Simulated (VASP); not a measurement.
# As in VASP: a series of runs

Aim: see how the results for As move with the level of theory and the settings. Levels: r2SCAN, PBE, HSE06. Tasks: single point.

All numbers are computed with VASP 6.6.1; they aren't measurements. Logs are shortened: lines on timing, memory, paths and dates and some standing lists are left out, and cuts for length are marked.

## 1. The cell of the first run

The cell holds a slab with vacuum, 2 atoms: a = 3.575 Å, b = 3.575 Å, c = 26.416 Å, α = 90.00°, β = 90.00°, γ = 120.00°.

## 2. Single point, r2SCAN

POSCAR reads:

```
As
1.0
    3.5749087740      0.0000000000      0.0000000000
   -1.7874543870      3.0959618145      0.0000000000
    0.0000000000      0.0000000000     26.4156438000
As
2
Direct
    0.3333333333      0.6666666667      0.3206196299
    0.6666666667      0.3333333333      0.3724477827
```

INCAR.step1 reads:

```
SYSTEM = As
ALGO = Normal ; DIPOL = 0.5 0.5 0.347
EDIFF = 1E-5 ; ENCUT = 580
GGA = PE ; GGA_COMPAT = .FALSE.
IDIPOL = 3 ; ISMEAR = 0
LASPH = .TRUE. ; LCHARG = .FALSE.
LDIPOL = .TRUE. ; LREAL = .FALSE.
LWAVE = .TRUE. ; NBANDS = 22
NELM = 120 ; NELMDL = -8
PREC = Accurate ; SIGMA = 0.01
```

INCAR.step2 reads:

```
SYSTEM = As
ALGO = Normal ; DIPOL = 0.5 0.5 0.347
EDIFF = 1E-6 ; ENCUT = 580
GGA_COMPAT = .FALSE. ; IDIPOL = 3
ISIF = 2 ; ISMEAR = 0
ISTART = 1 ; LASPH = .TRUE.
LCHARG = .FALSE. ; LDIPOL = .TRUE.
LMIXTAU = .TRUE. ; LREAL = .FALSE.
LWAVE = .FALSE. ; METAGGA = R2SCAN
NBANDS = 22 ; NELM = 120
PREC = Accurate ; SIGMA = 0.01
```

KPOINTS reads:

```
k-points
0
G
  12 12 1
  0 0 0
```

Potentials or basis: VASP PAW PBE potentials, release 64 (As_d).

Launch:

```bash
$ cat potpaw_PBE.64/As_d/POTCAR > POTCAR
$ cp INCAR.step1 INCAR
$ mpirun -np 1 vasp_std > vasp.out
$ cp INCAR.step2 INCAR
$ mpirun -np 1 vasp_std > vasp.out
```

OUTCAR:

```text
SYSTEM = As
   EDIFF = 1E-6
   ENCUT = 580
   ISIF = 2
   ISMEAR = 0
   ISTART = 1
   LASPH = .TRUE.
   LREAL = .FALSE.
   METAGGA = R2SCAN
   NELM = 120
   PREC = Accurate

 ion  position               nearest neighbor table
   1  0.333  0.667  0.321-   2 2.48   2 2.48   2 2.48
   2  0.667  0.333  0.372-   1 2.48   1 2.48   1 2.48

  LATTYP: Found a hexagonal cell.
 ALAT       =     3.5749087740
 C/A-ratio  =     7.3891798281

  Lattice vectors:

 A1 = (   3.5749087740,   0.0000000000,   0.0000000000)
 A2 = (  -1.7874543870,   3.0959618145,   0.0000000000)
 A3 = (   0.0000000000,   0.0000000000,  26.4156438000)

Analysis of symmetry for initial positions (statically):
=====================================================================
 Subroutine PRICEL returns:
 Original cell was already a primitive cell.

 Routine SETGRP: Setting up the symmetry group for a
 hexagonal supercell.

 Subroutine GETGRP returns: Found 12 space group operations
 (whereof  6 operations were pure point group operations)
 out of a pool of 24 trial point group operations.

The static configuration has the point symmetry C_3v.
 The point group associated with its full space group is D_3d.

Analysis of symmetry for dynamics (positions and initial velocities):
=====================================================================
 Subroutine PRICEL returns:
 Original cell was already a primitive cell.

 Routine SETGRP: Setting up the symmetry group for a
 hexagonal supercell.

 Subroutine GETGRP returns: Found 12 space group operations
 (whereof  6 operations were pure point group operations)
 out of a pool of 24 trial point group operations.

The dynamic configuration has the point symmetry C_3v.
 The point group associated with its full space group is D_3d.

 Subroutine INISYM returns: Found 12 space group operations
 (whereof  6 operations are pure point group operations),
 and found     1 'primitive' translations

----------------------------------------------------------------------------------------

                                     Primitive cell

  volume of cell :     292.3626

  direct lattice vectors                    reciprocal lattice vectors
     3.574908774  0.000000000  0.000000000     0.279727418  0.161500700  0.000000000
    -1.787454387  3.095961814  0.000000000     0.000000000  0.323001400  0.000000000
     0.000000000  0.000000000 26.415643800     0.000000000  0.000000000  0.037856355

  length of vectors
     3.574908774  3.574908774 26.415643800     0.323001400  0.323001400  0.037856355

  position of ions in fractional coordinates (direct lattice)
     0.333333333  0.666666667  0.320619630
     0.666666667  0.333333333  0.372447783

  ion indices of the primitive-cell ions
   primitive index   ion index
                 1           1
                 2           2

----------------------------------------------------------------------------------------

 KPOINTS: k-points

Automatic generation of k-mesh.
 Grid dimensions read from file:
 generate k-points for:   12   12    1

 Generating k-lattice:

  Cartesian coordinates                     Fractional coordinates (reciprocal lattice)
     0.023310618  0.013458392  0.000000000     0.083333333  0.000000000  0.000000000
     0.000000000  0.026916783  0.000000000     0.000000000  0.083333333  0.000000000
     0.000000000  0.000000000  0.037856355     0.000000000  0.000000000  1.000000000

  Length of vectors
     0.026916783  0.026916783  0.037856355

  Shift w.r.t. Gamma in fractional coordinates (k-lattice)
     0.000000000  0.000000000  0.000000000

 Subroutine IBZKPT returns following result:
 ===========================================

 Found     19 irreducible k-points:

 Following reciprocal coordinates:
            Coordinates               Weight
  0.000000  0.000000  0.000000      1.000000
  0.083333  0.000000  0.000000      6.000000
  0.166667  0.000000  0.000000      6.000000
  0.250000  0.000000  0.000000      6.000000
  0.333333  0.000000  0.000000      6.000000
  0.416667  0.000000  0.000000      6.000000
[... 11 lines left out ...]
  0.333333  0.250000  0.000000     12.000000
  0.333333  0.333333  0.000000      2.000000
   k-points           NKPTS =     19   k-points in BZ     NKDIM =     19   number of bands    NBANDS=     22
   number of dos      NEDOS =    301   number of ions     NIONS =      2
   total plane-waves  NPLWV = 164640
   dimension x,y,z NGX =    28 NGY =   28 NGZ =  210
   dimension x,y,z NGXF=    56 NGYF=   56 NGZF=  420
   ions per type =               2
   NGX,Y,Z   is equivalent  to a cutoff of  13.02, 13.02, 13.22 a.u.
   NGXF,Y,Z  is equivalent  to a cutoff of  26.04, 26.04, 26.43 a.u.
 SYSTEM =  As
   PREC   = accura    normal or accurate (medium, high low for compatibility)
   ISTART =      1    job   : 0-new  1-cont  2-samecut
   ICHARG =      0    charge: 1-file 2-atom 10-const
   ISPIN  =      1    spin polarized calculation?
[... 79 lines left out ...]
      1     -40.4017      2.00000
      2     -40.3997      2.00000
      3     -40.3539      2.00000
      4     -40.3526      2.00000
      5     -40.2955      2.00000
      6     -40.2695      2.00000
[... 14 lines left out ...]
     21       1.6720      0.00000
     22       1.9235      0.00000

 k-point     3 :       0.1667    0.0000    0.0000
  band No.  band energies     occupation
      1     -40.4011      2.00000
      2     -40.3933      2.00000
      3     -40.3520      2.00000
      4     -40.3473      2.00000
      5     -40.2952      2.00000
      6     -40.2731      2.00000
[... 14 lines left out ...]
     21       1.9903      0.00000
     22       2.2526      0.00000

 k-point     4 :       0.2500    0.0000    0.0000
  band No.  band energies     occupation
      1     -40.4002      2.00000
      2     -40.3841      2.00000
      3     -40.3484      2.00000
      4     -40.3393      2.00000
      5     -40.2948      2.00000
      6     -40.2789      2.00000
[... 14 lines left out ...]
     21       2.5224      0.00000
     22       2.7534      0.00000

 k-point     5 :       0.3333    0.0000    0.0000
  band No.  band energies     occupation
      1     -40.3991      2.00000
      2     -40.3748      2.00000
      3     -40.3415      2.00000
      4     -40.3296      2.00000
      5     -40.2955      2.00000
      6     -40.2865      2.00000
[... 14 lines left out ...]
     21       3.1054      0.00000
     22       3.4981      0.00000

 k-point     6 :       0.4167    0.0000    0.0000
  band No.  band energies     occupation
      1     -40.3982      2.00000
      2     -40.3689      2.00000
      3     -40.3295      2.00000
      4     -40.3192      2.00000
      5     -40.3008      2.00000
      6     -40.2953      2.00000
[... 14 lines left out ...]
     21       3.9800      0.00000
     22       4.4110      0.00000

 k-point     7 :       0.5000    0.0000    0.0000
  band No.  band energies     occupation
      1     -40.3979      2.00000
      2     -40.3671      2.00000
      3     -40.3167      2.00000
      4     -40.3122      2.00000
      5     -40.3112      2.00000
      6     -40.3017      2.00000
[... 199 lines left out ...]
      6     -40.2952      2.00000
[... 14 lines left out ...]
     21       4.2982      0.00000
     22       4.7055      0.00000

 k-point    16 :       0.4167    0.1667    0.0000
  band No.  band energies     occupation
      1     -40.3993      2.00000
      2     -40.3570      2.00000
      3     -40.3231      2.00000
      4     -40.3160      2.00000
      5     -40.3037      2.00000
      6     -40.3022      2.00000
[... 14 lines left out ...]
     21       5.2263      0.00000
     22       5.3895      0.00000

 k-point    17 :       0.2500    0.2500    0.0000
  band No.  band energies     occupation
      1     -40.3999      2.00000
      2     -40.3551      2.00000
      3     -40.3385      2.00000
      4     -40.3163      2.00000
      5     -40.3036      2.00000
      6     -40.2931      2.00000
[... 14 lines left out ...]
     21       4.2047      0.00000
     22       4.5708      0.00000

 k-point    18 :       0.3333    0.2500    0.0000
  band No.  band energies     occupation
      1     -40.3999      2.00000
      2     -40.3477      2.00000
      3     -40.3319      2.00000
      4     -40.3151      2.00000
      5     -40.3054      2.00000
      6     -40.2955      2.00000
[... 14 lines left out ...]
     21       4.9814      0.00000
     22       5.2865      0.00000

 k-point    19 :       0.3333    0.3333    0.0000
  band No.  band energies     occupation
      1     -40.4000      2.00000
      2     -40.3367      2.00000
      3     -40.3367      2.00000
      4     -40.3204      2.00000
      5     -40.2957      2.00000
      6     -40.2950      2.00000
[... 14 lines left out ...]
     21       5.2819      0.00000
     22       6.0530      0.00000

------------------------ aborting loop because EDIFF is reached ----------------------------------------

 vacuum level on the upper side and lower side of the slab       (xc-potential included)         0.002         0.003

  FORCE on cell =-STRESS in cart. coord.  units (eV):
  Direction    XX          YY          ZZ          XY          YZ          ZX
  --------------------------------------------------------------------------------------
  -------------------------------------------------------------------------------------
  Total        0.0238484      0.0238484      0.0464170      0.0000000      0.0000000      0.0000000
  in kB        0.1306919      0.1306919      0.2543700      0.0000000      0.0000000      0.0000000
  external PRESSURE =       0.1719179 kB  Pullay stress =       0.0000000 kB

 VOLUME and BASIS-vectors are now :
 -----------------------------------------------------------------------------
  energy-cutoff  :      580.00
  volume of cell :      292.36
      direct lattice vectors                 reciprocal lattice vectors
     3.574908774  0.000000000  0.000000000     0.279727418  0.161500700  0.000000000
    -1.787454387  3.095961814  0.000000000     0.000000000  0.323001400  0.000000000
     0.000000000  0.000000000 26.415643800     0.000000000  0.000000000  0.037856355

 POSITION                                       TOTAL-FORCE (eV/Angst)
 -----------------------------------------------------------------------------------
     -0.00000      2.06397      8.46937         0.000000     -0.000000     -0.039161
      1.78745      1.03199      9.83845        -0.000000      0.000000      0.039161
 -----------------------------------------------------------------------------------
    total drift:                               -0.000000      0.000000      0.000057

  FREE ENERGIE OF THE ION-ELECTRON SYSTEM (eV)
  ---------------------------------------------------
  free  energy   TOTEN  =       -29.4537239779 eV

  energy  without entropy=      -29.4537239779  energy(sigma->0) =      -29.45372398

 vacuum level on the upper side and lower side of the slab         1.204         1.204
```

Wall time 11 min (1 thread of AMD EPYC 9R45 (Zen 5), shared host); peak memory 0.45 GiB.

What came out:

```
Free energy            : -29.4537 eV
Largest force          : 0.039 eV/Å
Band gap on the k mesh : 1.97 eV (least direct gap 2.44 eV)
```

Forces on the atoms (eV/Å):
```
As   0.000  0.000 -0.039
As   0.000  0.000  0.039
```

Caveat: the PAW data sets were made with another functional, which shifts forces and pressure a little.

## 3. Single point, PBE (strain +2.5%)

INCAR reads:

```
PREC = Accurate
ENCUT = 520
EDIFF = 1E-6
ISMEAR = -1
SIGMA = 0.02
LREAL = F
LASPH = T
NELM = 120
ALGO = Normal
ISIF = 2
LWAVE = F
LCHARG = F
LDIPOL = T
IDIPOL = 3
DIPOL = 0.5 0.5 0.347
GGA = PE
NBANDS = 22
GGA_COMPAT = F
NELMDL = -8
```

KPOINTS reads:

```
regular mesh
0
Gamma
  12 12 1
```

POSCAR reads:

```
As
1.0
    3.6642814934      0.0000000000      0.0000000000
   -1.8321407467      3.1733608599      0.0000000000
    0.0000000000      0.0000000000     26.4156438000
As
2
Direct
    0.3333333333      0.6666666667      0.3210311428
    0.6666666667      0.3333333333      0.3720362698
```

Potentials or basis: VASP PAW PBE potentials, release 64 (As_d).

Launch:

```bash
$ cat potpaw_PBE.64/As_d/POTCAR > POTCAR
$ mpirun -np 1 vasp_std > vasp.out
```

Run time: 2.7 min. Hardware: 1 thread of Intel Xeon Platinum 8259CL at 2.50GHz (Skylake/Cascade Lake), shared host; peak memory 0.4 GiB.

The run converged. Its results:

| Item | Value |
| --- | --- |
| Free energy | -9.3440 eV |
| Largest force | 0.372 eV/Å |
| Band gap on the k mesh | 1.75 eV (least direct gap 1.83 eV) |

Forces in eV/Å, atoms in the order of the input:
```
As   0.000  0.000 -0.372
As   0.000  0.000  0.372
```

Levels at points of the mesh, in eV from the valence-band top:
```csv
k point,band 13,band 14,band 15,band 16,band 17,band 18
"(0.00, 0.00, 0.00)",-0.11,-0.09,-0.09,1.75,3.52,3.52
"(0.50, 0.00, 0.00)",-3.08,-1.86,-1.23,2.03,3.54,4.71
```

Caveat: the cell differs from its parent crystal (strain +2.5%).

## 4. Single point, HSE06 (uniaxial y strain -1.0%)

POSCAR reads:

```
As
1.0
    3.5749087740      0.0000000000      0.0000000000
   -1.7874543870      3.0650021964      0.0000000000
    0.0000000000      0.0000000000     26.4156438000
As
2
Direct
    0.3330443001      0.6660886002      0.3205320536
    0.6669556999      0.3339113998      0.3725353590
```

INCAR.step1 reads:

```
ALGO     = Normal         # electronic algorithm
DIPOL    = 0.5 0.5 0.347
EDIFF    = 1E-5           # SCF threshold, eV
ENCUT    = 520            # plane-wave cutoff, eV
GGA      = PE             # functional
IDIPOL   = 3            
ISIF     = 2              # what is computed and relaxed
ISMEAR   = 0              # smearing method
LASPH    = T              # aspherical terms in the spheres
LCHARG   = F              # write CHGCAR
LDIPOL   = T            
LREAL    = F              # projectors in reciprocal space
LWAVE    = T              # write WAVECAR
NBANDS   = 12             # bands
NELM     = 100            # most SCF steps
PREC     = Accurate       # precision mode
SIGMA    = 0.01           # smearing width, eV
```

INCAR.step2 reads:

```
ALGO     = Normal         # electronic algorithm
DIPOL    = 0.5 0.5 0.347
EDIFF    = 1E-6           # SCF threshold, eV
ENCUT    = 520            # plane-wave cutoff, eV
GGA      = PE             # functional
HFSCREEN = 0.2079         # screening, 1/A
IDIPOL   = 3            
ISIF     = 2              # what is computed and relaxed
ISMEAR   = 0              # smearing method
ISTART   = 1            
LASPH    = T              # aspherical terms in the spheres
LCHARG   = F              # write CHGCAR
LDIPOL   = T            
LHFCALC  = T              # exact exchange
LREAL    = F              # projectors in reciprocal space
LWAVE    = F              # write WAVECAR
NBANDS   = 12             # bands
NELM     = 100            # most SCF steps
PREC     = Accurate       # precision mode
PRECFOCK = Normal       
SIGMA    = 0.01           # smearing width, eV
```

KPOINTS reads:

```
k-points
0
Gamma
  6 6 1
```

Potentials or basis: VASP PAW PBE potentials, release 64 (As).

Launch:

```bash
$ cat potpaw_PBE.64/As/POTCAR > POTCAR
$ cp INCAR.step1 INCAR
$ mpirun -np 1 vasp_std > vasp.out
$ cp INCAR.step2 INCAR
$ mpirun -np 1 vasp_std > vasp.out
```

It took 6.6 min on 1 thread of Oxide Virtual Turin-like, shared host; peak memory 0.49 GiB.

It converged, with:

- Free energy: -11.2185 eV
- Largest force: 0.085 eV/Å
- Band gap on the k mesh: 2.16 eV (least direct gap 2.86 eV)

Forces in eV/Å, atoms in the order of the input:
```
As   0.000 -0.006  0.085
As   0.000  0.006 -0.085
```

Levels at points of the mesh, in eV from the valence-band top:
```tsv
k point	band 2	band 3	band 4	band 5	band 6	band 7	band 8	band 9
(0.00, 0.00, 0.00)	-7.90	-0.67	-0.08	0.00	2.86	4.32	4.41	5.43
(0.50, 0.00, 0.00)	-10.14	-3.84	-2.16	-1.78	2.63	3.85	5.58	6.97
(0.00, 0.50, 0.00)	-10.14	-3.83	-2.28	-1.75	2.51	3.87	5.48	7.01
```

Caveat: the cell differs from its parent crystal (uniaxial y strain -1.0%); the PAW data sets were made with another functional, which shifts forces and pressure a little.

## 5. Single point, HSE06 (uniaxial x strain +0.5%)

POSCAR reads:

```
As
1.0
    3.5927833179      0.0000000000      0.0000000000
   -1.7963916589      3.0959618145      0.0000000000
    0.0000000000      0.0000000000     26.4156438000
As
2
Direct
    0.3331995269      0.6663990537      0.3206637295
    0.6668004731      0.3336009463      0.3724036831
```

INCAR.step1 reads:

```
SYSTEM = As
ALGO = Normal
DIPOL = 0.5 0.5 0.347
EDIFF = 1E-5
ENCUT = 520
GGA = PE
IDIPOL = 3
ISIF = 2
ISMEAR = 0
LASPH = .TRUE.
LCHARG = .FALSE.
LDIPOL = .TRUE.
LREAL = .FALSE.
LWAVE = .TRUE.
NBANDS = 12
NELM = 80
PREC = Accurate
SIGMA = 0.01
```

INCAR.step2 reads:

```
SYSTEM = As
ALGO = Normal
DIPOL = 0.5 0.5 0.347
EDIFF = 1E-7
ENCUT = 520
GGA = PE
HFSCREEN = 0.2079
IDIPOL = 3
ISIF = 2
ISMEAR = 0
ISTART = 1
LASPH = .TRUE.
LCHARG = .FALSE.
LDIPOL = .TRUE.
LHFCALC = .TRUE.
LREAL = .FALSE.
LWAVE = .FALSE.
NBANDS = 12
NELM = 80
PREC = Accurate
PRECFOCK = Normal
SIGMA = 0.01
```

KPOINTS reads:

```
k-points
0
G
  6 6 1
  0 0 0
```

Launch:

```bash
$ cat potpaw_PBE.64/As/POTCAR > POTCAR
$ cp INCAR.step1 INCAR
$ mpirun -np 1 vasp_std > vasp.out
$ cp INCAR.step2 INCAR
$ mpirun -np 1 vasp_std > vasp.out
```

Run time: 21 min. Hardware: 1 thread of Oxide Virtual Turin-like, shared host; peak memory 0.5 GiB.

Results (log left out):

```
Free energy            : -11.2183 eV
Largest force          : 0.085 eV/Å
Band gap on the k mesh : 2.29 eV (least direct gap 2.81 eV)
```

Forces on the atoms (eV/Å):
```
As   0.000 -0.003  0.085
As   0.000  0.003 -0.085
```

Levels at points of the mesh, in eV from the valence-band top:
```
           k point  band 2  band 3  band 4  band 5  band 6  band 7  band 8  band 9
(0.00, 0.00, 0.00)   -7.74   -0.48   -0.04    0.00    2.81    4.37    4.41    5.51
(0.50, 0.00, 0.00)  -10.02   -3.68   -2.10   -1.62    2.67    4.01    5.62    7.11
(0.00, 0.50, 0.00)  -10.02   -3.68   -2.16   -1.61    2.61    4.01    5.57    7.13
```

Caveat: the cell differs from its parent crystal (uniaxial x strain +0.5%); the PAW data sets were made with another functional, which shifts forces and pressure a little.

## 6. Summary

```csv
level,potentials or basis,cell,k mesh,cutoff (eV),smearing,grid for exact exchange (PRECFOCK),share of exact exchange,screening parameter,gap on the mesh (eV),largest force (eV/Å)
r2SCAN,"VASP PAW PBE potentials, release 64 (As_d)","a = 3.575, b = 3.575, c = 26.416 Å, angles 90.0, 90.0, 120.0°, 2 atoms, atomic positions A",12 × 12 × 1,580,gaussian 0.01 eV,-,-,-,1.97,0.04
PBE,"VASP PAW PBE potentials, release 64 (As_d)","a = 3.664, b = 3.664, c = 26.416 Å, angles 90.0, 90.0, 120.0°, 2 atoms, atomic positions B",12 × 12 × 1,520,fermi-dirac 0.02 eV,-,-,-,1.75,0.37
HSE06,"VASP PAW PBE potentials, release 64 (As)","a = 3.575, b = 3.548, c = 26.416 Å, angles 90.0, 90.0, 120.2°, 2 atoms, atomic positions A",6 × 6 × 1,520,gaussian 0.01 eV,Normal,0.25,0.2079 1/Å,2.16,0.08
HSE06,"VASP PAW PBE potentials, release 64 (As)","a = 3.593, b = 3.579, c = 26.416 Å, angles 90.0, 90.0, 120.1°, 2 atoms, atomic positions A",6 × 6 × 1,520,gaussian 0.01 eV,Normal,0.25,0.2079 1/Å,2.29,0.08
```

Alike in all rows: task single point; no spin polarisation.

Caveats: the PAW data sets were made with another functional, which shifts forces and pressure a little (at least some runs).

Absolute energies hang on the potentials; compare differences alone.
